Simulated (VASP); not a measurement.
Input of a VASP 6.6.1 run:

The input INCAR:

```
PREC = Accurate ; ENCUT = 500
EDIFF = 1E-7 ; ISMEAR = 1
SIGMA = 0.2 ; LREAL = False
LASPH = True ; NELM = 120
ALGO = Normal ; ISIF = 4
LWAVE = False ; LCHARG = False
GGA = PE ; IBRION = 2
NSW = 50 ; EDIFFG = -0.01
GGA_COMPAT = False ; NELMIN = 4
```

File KPOINTS:

```
Automatic mesh
0
Gamma
  16 16 16
```

POSCAR

```
Sn
1.0
   -2.9433840683      2.9433840683      1.5897409606
    2.9433840683     -2.9433840683      1.5897409606
    2.9433840683      2.9433840683     -1.5897409606
Sn
2
Direct
    0.0000000000      0.0000000000      0.0000000000
    0.7500000000      0.2500000000      0.5000000000
```

Potentials or basis: VASP PAW PBE potentials, release 64 (Sn_d).

The run is started by

```console
$ cat potpaw_PBE.64/Sn_d/POTCAR > POTCAR
$ mpirun -np 1 vasp_std > vasp.out
```

(1) Estimate the band gap on the k mesh.

## Answers

(1) zero (bands 14 and 15 overlap by 4.18 eV).

Caveat: the relaxation stopped at its first step, so nothing moved; spin-orbit coupling is left out, which moves the levels of the heavy elements.
